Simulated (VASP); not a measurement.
# KCl in VASP: a series of runs

The runs below take KCl through single point, relaxation of cell and atoms, with PBEsol.

Everything below comes from runs of VASP 6.6.1. Logs are shortened: lines on timing, memory, paths and dates and some standing lists are left out, and cuts for length are marked.

### 1 The cell of the first run

It takes space group P6_3/mmc (No. 194, hexagonal). The conventional cell has a = 4.310 Å, b = 4.310 Å, c = 7.577 Å, α = 90.00°, β = 90.00°, γ = 120.00°. Within 4.1 Å of K (site symmetry -3m) lie 6 Cl at 3.13 Å and 2 K at 3.79 Å. Cl (site symmetry -6m2) has 6 K at 3.13 Å within 4.1 Å.

### 2 Single point, PBEsol

Contents of INCAR:

```
SYSTEM = KCl
ALGO = Normal
EDIFF = 1E-6
ENCUT = 520
GGA = PS
ISIF = 2
ISMEAR = -1
LASPH = .True.
LCHARG = .False.
LREAL = .False.
LWAVE = .False.
NBANDS = 24
NELM = 100
PREC = Accurate
SIGMA = 0.03
```

Contents of KPOINTS:

```
k-points
0
Gamma
  6 6 4
  0 0 0
```

Contents of POSCAR:

```
KCl
1.0
    4.3099436713      0.0000000000      0.0000000000
   -2.1549718356      3.7325207082      0.0000000000
    0.0000000000      0.0000000000      7.5774300383
K Cl
2 2
Direct
    0.0000000000      0.0000000000      0.0000000000
    0.0000000000      0.0000000000      0.5000000000
    0.3333333333      0.6666666667      0.2500000000
    0.6666666667      0.3333333333      0.7500000000
```

Potentials or basis: VASP PAW PBE potentials, release 64 (K_sv, Cl).

Command:

```sh
$ cat potpaw_PBE.64/K_sv/POTCAR potpaw_PBE.64/Cl/POTCAR > POTCAR
$ mpirun -np 1 vasp_std > vasp.out
```

OUTCAR:

```text
SYSTEM = KCl
   EDIFF = 1E-6
   ENCUT = 520
   GGA = PS
   ISIF = 2
   ISMEAR = -1
   LASPH = .True.
   LREAL = .False.
   NELM = 100
   PREC = Accurate

 ion  position               nearest neighbor table
   1  0.000  0.000  0.000-   3 3.13   4 3.13   3 3.13   4 3.13   4 3.13   3 3.13   2 3.79   2 3.79

   2  0.000  0.000  0.500-   3 3.13   4 3.13   3 3.13   4 3.13   4 3.13   3 3.13   1 3.79   1 3.79

   3  0.333  0.667  0.250-   1 3.13   2 3.13   1 3.13   2 3.13   1 3.13   2 3.13
   4  0.667  0.333  0.750-   1 3.13   2 3.13   1 3.13   2 3.13   1 3.13   2 3.13

  LATTYP: Found a hexagonal cell.
 ALAT       =     4.3099436713
 C/A-ratio  =     1.7581273947

  Lattice vectors:

 A1 = (   4.3099436713,   0.0000000000,   0.0000000000)
 A2 = (  -2.1549718356,   3.7325207082,   0.0000000000)
 A3 = (   0.0000000000,   0.0000000000,   7.5774300383)

Analysis of symmetry for initial positions (statically):
=====================================================================
 Subroutine PRICEL returns:
 Original cell was already a primitive cell.

 Routine SETGRP: Setting up the symmetry group for a
 hexagonal supercell.

 Subroutine GETGRP returns: Found 24 space group operations
 (whereof 12 operations were pure point group operations)
 out of a pool of 24 trial point group operations.

The static configuration has the point symmetry D_3d.
 The point group associated with its full space group is D_6h.

Analysis of symmetry for dynamics (positions and initial velocities):
=====================================================================
 Subroutine PRICEL returns:
 Original cell was already a primitive cell.

 Routine SETGRP: Setting up the symmetry group for a
 hexagonal supercell.

 Subroutine GETGRP returns: Found 24 space group operations
 (whereof 12 operations were pure point group operations)
 out of a pool of 24 trial point group operations.

The dynamic configuration has the point symmetry D_3d.
 The point group associated with its full space group is D_6h.

 Subroutine INISYM returns: Found 24 space group operations
 (whereof 12 operations are pure point group operations),
 and found     1 'primitive' translations

----------------------------------------------------------------------------------------

                                     Primitive cell

  volume of cell :     121.8978

  direct lattice vectors                    reciprocal lattice vectors
     4.309943671  0.000000000  0.000000000     0.232021594  0.133957730  0.000000000
    -2.154971836  3.732520708  0.000000000     0.000000000  0.267915459  0.000000000
     0.000000000  0.000000000  7.577430038     0.000000000  0.000000000  0.131970865

  length of vectors
     4.309943671  4.309943671  7.577430038     0.267915459  0.267915459  0.131970865

  position of ions in fractional coordinates (direct lattice)
     0.000000000  0.000000000  0.000000000
     0.000000000  0.000000000  0.500000000
     0.333333333  0.666666667  0.250000000
     0.666666667  0.333333333  0.750000000

  ion indices of the primitive-cell ions
   primitive index   ion index
                 1           1
                 2           2
                 3           3
                 4           4

----------------------------------------------------------------------------------------

 KPOINTS: k-points

Automatic generation of k-mesh.
 Grid dimensions read from file:
 generate k-points for:    6    6    4

 Generating k-lattice:

  Cartesian coordinates                     Fractional coordinates (reciprocal lattice)
     0.038670266  0.022326288  0.000000000     0.166666667  0.000000000  0.000000000
     0.000000000  0.044652577  0.000000000     0.000000000  0.166666667  0.000000000
     0.000000000  0.000000000  0.032992716     0.000000000  0.000000000  0.250000000

  Length of vectors
     0.044652577  0.044652577  0.032992716

  Shift w.r.t. Gamma in fractional coordinates (k-lattice)
     0.000000000  0.000000000  0.000000000

 Subroutine IBZKPT returns following result:
 ===========================================

 Found     21 irreducible k-points:

 Following reciprocal coordinates:
            Coordinates               Weight
  0.000000  0.000000  0.000000      1.000000
  0.166667  0.000000  0.000000      6.000000
  0.333333  0.000000  0.000000      6.000000
  0.500000  0.000000  0.000000      3.000000
  0.166667  0.166667  0.000000      6.000000
  0.333333  0.166667  0.000000     12.000000
[... 13 lines left out ...]
  0.333333  0.166667  0.500000     12.000000
  0.333333  0.333333  0.500000      2.000000
   k-points           NKPTS =     21   k-points in BZ     NKDIM =     21   number of bands    NBANDS=     24
   number of dos      NEDOS =    301   number of ions     NIONS =      4
   total plane-waves  NPLWV =  57344
   dimension x,y,z NGX =    32 NGY =   32 NGZ =   56
   dimension x,y,z NGXF=    64 NGYF=   64 NGZF=  112
   ions per type =               2   2
   NGX,Y,Z   is equivalent  to a cutoff of  12.34, 12.34, 12.29 a.u.
   NGXF,Y,Z  is equivalent  to a cutoff of  24.69, 24.69, 24.57 a.u.
 SYSTEM =  KCl
   PREC   = accura    normal or accurate (medium, high low for compatibility)
   ISTART =      0    job   : 0-new  1-cont  2-samecut
   ICHARG =      2    charge: 1-file 2-atom 10-const
   ISPIN  =      1    spin polarized calculation?
   LNONCOLLINEAR =      F non collinear calculations
   LSORBIT =      F    spin-orbit coupling
   LASPH  =      T    aspherical Exc in radial PAW
   ENCUT  =  520.0 eV  38.22 Ry    6.18 a.u.   8.01  8.01 14.09*2*pi/ulx,y,z
   NELM   =    100;   NELMIN=  2; NELMDL= -5     # of ELM steps
   EDIFF  = 0.1E-05   stopping-criterion for ELM
   LREAL  =      F    real-space projection
   EDIFFG = 0.1E-04   stopping-criterion for IOM
   NSW    =      0    number of steps for IOM
   IBRION =     -1    ionic relax: 0-MD 1-quasi-New 2-CG
   NFREE  =      0    steps in history (QN), initial steepest desc. (CG)
   ISIF   =      2    stress and relaxation
   ISYM   =      2    0-nonsym 1-usesym 2-fastsym
   POTIM  = 0.5000    time-step for ionic-motion
   TEBEG  =    0.0;   TEEND  =   0.0 temperature during run
   PSTRESS=    0.0 pullay stress
   NELECT =      32.0000    total number of electrons
   NUPDOWN=      -1.0000    fix difference up-down
   EMIN   =  10.00;   EMAX   =-10.00  energy-range for DOS
   EFERMI =   0.00;   METHOD = LEGACY
   ISMEAR =    -1;   SIGMA  =   0.03  broadening in eV -4-tet -1-fermi 0-gaus
   EFERMI_NEDOS =   21; number of points for ismear=-14 and -15
   IALGO  =     38    algorithm
   IMIX   =      4    mixing-type and parameters
     AMIX     =   0.40;   BMIX     =  1.00
     AMIX_MAG =   1.60;   BMIX_MAG =  1.00
  volume/ion in A,a.u.               =      30.47       205.65
  Fermi-wavevector in a.u.,A,eV,Ry     =   1.048237  1.980881 14.950099  1.098801
  Thomas-Fermi vector in A             =   2.183151
   LORBIT       =      0    0 simple, 1 ext, 2 COOP (PROOUT), +10 PAW based schemes
   GGA     = PS    functional components
   LHFCALC =     F    Hartree Fock is set to
   AEXX    =    0.0000 exact exchange contribution
   IVDW    =     0    specifies the selected vdW correction
   LEPSILON=     F    determine dielectric tensor
   LRPA    =     F    only Hartree local field effects (RPA)
 non-spin polarized calculation
  energy-cutoff  :      520.00
  volume of cell :      121.90
 maximum number of plane-waves:      3300
   NGX = 17   NGY = 17   NGZ = 29

 number of electron      32.0000004 magnetization

 Free energy of the ion-electron system (eV)
  ---------------------------------------------------
  ext. energy  EPLUGINS =         0.00000000
  ---------------------------------------------------
  free energy    TOTEN  =       -13.93438307 eV

  energy without entropy =      -13.93438307  energy(sigma->0) =      -13.93438307

 E-fermi :  -1.0462     XC(G=0):  -7.8104

 val. band max:       -1.7456888280   @ k =   0.0000   0.0000   0.0000
 cond. band min:       3.2893746521   @ k =   0.0000   0.0000   0.0000
 fundamental gap:      5.0350634801
 Fermi energy:        -1.0462474517

 k-point     1 :       0.0000    0.0000    0.0000
  band No.  band energies     occupation
      1     -28.9104      2.00000
      2     -28.8861      2.00000
      3     -14.1825      2.00000
      4     -13.9191      2.00000
      5     -12.4382      2.00000
      6     -12.4382      2.00000
[... 16 lines left out ...]
     23       7.0167      0.00000
     24       7.0167      0.00000

 k-point     2 :       0.1667    0.0000    0.0000
  band No.  band energies     occupation
      1     -28.9076      2.00000
      2     -28.8838      2.00000
      3     -14.1142      2.00000
      4     -13.9613      2.00000
      5     -12.4487      2.00000
      6     -12.4369      2.00000
[... 16 lines left out ...]
     23       7.3287      0.00000
     24       7.3767      0.00000

 k-point     3 :       0.3333    0.0000    0.0000
  band No.  band energies     occupation
      1     -28.9019      2.00000
      2     -28.8791      2.00000
      3     -14.0749      2.00000
      4     -13.9117      2.00000
      5     -12.5259      2.00000
      6     -12.5142      2.00000
[... 16 lines left out ...]
     23       8.1593      0.00000
     24       8.2117      0.00000
[... 433 lines left out ...]
 k-point    20 :       0.3333    0.1667    0.5000
  band No.  band energies     occupation
      1     -28.8879      2.00000
      2     -28.8879      2.00000
      3     -13.9708      2.00000
      4     -13.9708      2.00000
      5     -12.5155      2.00000
      6     -12.5155      2.00000
[... 16 lines left out ...]
     23       8.5030      0.00000
     24       8.5030      0.00000

 k-point    21 :       0.3333    0.3333    0.5000
  band No.  band energies     occupation
      1     -28.8866      2.00000
      2     -28.8866      2.00000
      3     -13.9577      2.00000
      4     -13.9577      2.00000
      5     -12.5342      2.00000
      6     -12.5342      2.00000
[... 16 lines left out ...]
     23       8.1713      0.00000
     24       8.1731      0.00000

------------------------ aborting loop because EDIFF is reached ----------------------------------------

  FORCE on cell =-STRESS in cart. coord.  units (eV):
  Direction    XX          YY          ZZ          XY          YZ          ZX
  --------------------------------------------------------------------------------------
  -------------------------------------------------------------------------------------
  Total        0.0226170      0.0226170      0.0534848      0.0000000      0.0000000      0.0000000
  in kB        0.2972687      0.2972687      0.7029833      0.0000000      0.0000000      0.0000000
  external PRESSURE =       0.4325069 kB  Pullay stress =       0.0000000 kB

 VOLUME and BASIS-vectors are now :
 -----------------------------------------------------------------------------
  energy-cutoff  :      520.00
  volume of cell :      121.90
      direct lattice vectors                 reciprocal lattice vectors
     4.309943671  0.000000000  0.000000000     0.232021594  0.133957730  0.000000000
    -2.154971836  3.732520708  0.000000000     0.000000000  0.267915459  0.000000000
     0.000000000  0.000000000  7.577430038     0.000000000  0.000000000  0.131970865

 POSITION                                       TOTAL-FORCE (eV/Angst)
 -----------------------------------------------------------------------------------
      0.00000      0.00000      0.00000        -0.000000     -0.000000      0.000000
      0.00000      0.00000      3.78872        -0.000000     -0.000000      0.000000
     -0.00000      2.48835      1.89436        -0.000000      0.000000     -0.000000
      2.15497      1.24417      5.68307         0.000000     -0.000000      0.000000
 -----------------------------------------------------------------------------------
    total drift:                                0.000000     -0.000000      0.000000

  FREE ENERGIE OF THE ION-ELECTRON SYSTEM (eV)
  ---------------------------------------------------
  free  energy   TOTEN  =       -13.9343830719 eV

  energy  without entropy=      -13.9343830719  energy(sigma->0) =      -13.93438307
```

Run time: 76 s. Hardware: 1 thread of Oxide Virtual Turin-like, shared host; peak memory 0.21 GiB.

Results:

* Free energy: -13.9344 eV
* Pressure: 0.0 GPa
* Band gap on the k mesh: 5.04 eV

Levels at points of the mesh, in eV from the valence-band top:
| k point | band 13 | band 14 | band 15 | band 16 | band 17 | band 18 | band 19 | band 20 |
| --- | --- | --- | --- | --- | --- | --- | --- | --- |
| (0.00, 0.00, 0.00) | -0.29 | -0.15 | 0.00 | 0.00 | 5.04 | 7.22 | 7.47 | 8.57 |
| (0.50, 0.00, 0.00) | -0.58 | -0.46 | -0.37 | -0.22 | 6.63 | 7.72 | 7.72 | 8.41 |
| (0.00, 0.00, 0.50) | -0.15 | -0.15 | -0.15 | -0.15 | 6.26 | 6.26 | 7.89 | 7.89 |
| (0.50, 0.00, 0.50) | -0.44 | -0.44 | -0.30 | -0.30 | 7.29 | 7.29 | 7.81 | 7.81 |

Caveat: the PAW data sets were made with another functional, which shifts forces and pressure a little.

(Part 1 of 2 ends here.)
